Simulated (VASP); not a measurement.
SrMg: relaxation of cell and atoms with LDA

SrMg:

```
Sr Mg
1.0
     2.04181    1.17884    5.52242
    -2.04181    1.17884    5.52242
     0.00000   -2.35768    5.52242
Sr Mg
1 1
Direct
  0.50000 0.50000 0.50000
  0.00000 0.00000 0.00000
```

```
Program                : VASP 6.6.1
Task                   : relaxation of cell and atoms
Functional             : LDA
Potentials or basis    : VASP PAW LDA potentials, release 64 (Sr_sv, Mg)
Cutoff                 : 600 eV
k mesh                 : 7 × 7 × 7
Occupations            : gaussian, width 0.1 eV
Spin                   : no spin polarisation
Dipole correction      : no
Further INCAR settings : ALGO = Normal; EDIFF = 1e-06; IBRION = 2; EDIFFG = -0.03; NSW = 80; ISIF = 3
```

The relaxed volume is 35.61 Å³/atom and the relaxed cell is a = 5.989 Å, b = 5.989 Å, c = 5.989 Å, α = 37.45°, β = 37.45°, γ = 37.45°. The space group after relaxing (to 0.05 Å) is R-3m (No. 166). The energy gained by relaxing is 27.4 meV/atom. The ionic steps are 6 and the pressure after relaxing is -0.1 GPa. The band gap on the k mesh is zero (band 6 reaches 2.09 eV, above the bottom of band 7 at 1.53 eV).

The path:
```
step  energy change (eV)  largest force (eV/Å)  pressure (GPa)  volume (Å³)
   1              0.0000                0.0000           -1.55        79.75
   2             -0.0361                0.0000           -0.75        75.37
   3             -0.0473                0.0000            0.00        72.09
   4             -0.0476                0.0000            0.17        71.41
   5             -0.0524                0.0000            0.08        71.35
   6             -0.0549                0.0000           -0.07        71.22
```

Final structure:
```yaml
crystal:
  lattice:
    - [1.92262, 1.11002, 5.56210]
    - [-1.92262, 1.11002, 5.56210]
    - [0.00000, -2.22005, 5.56210]
  atoms:
    - { symbol: Sr, position: [0.50000, 0.50000, 0.50000] }
    - { symbol: Mg, position: [0.00000, 0.00000, 0.00000] }
```

Levels at points of the mesh, in eV from the Fermi level:
```csv
k point,band 4,band 5,band 6,band 7,band 8,band 9
"(0.00, 0.00, 0.00)",-17.70,-4.86,-0.62,0.43,2.88,2.88
```

It took 110 s on 1 thread of Intel(R) Xeon(R) 6975P-C (Granite Rapids), with other jobs on the host, peak memory 0.3 GiB.
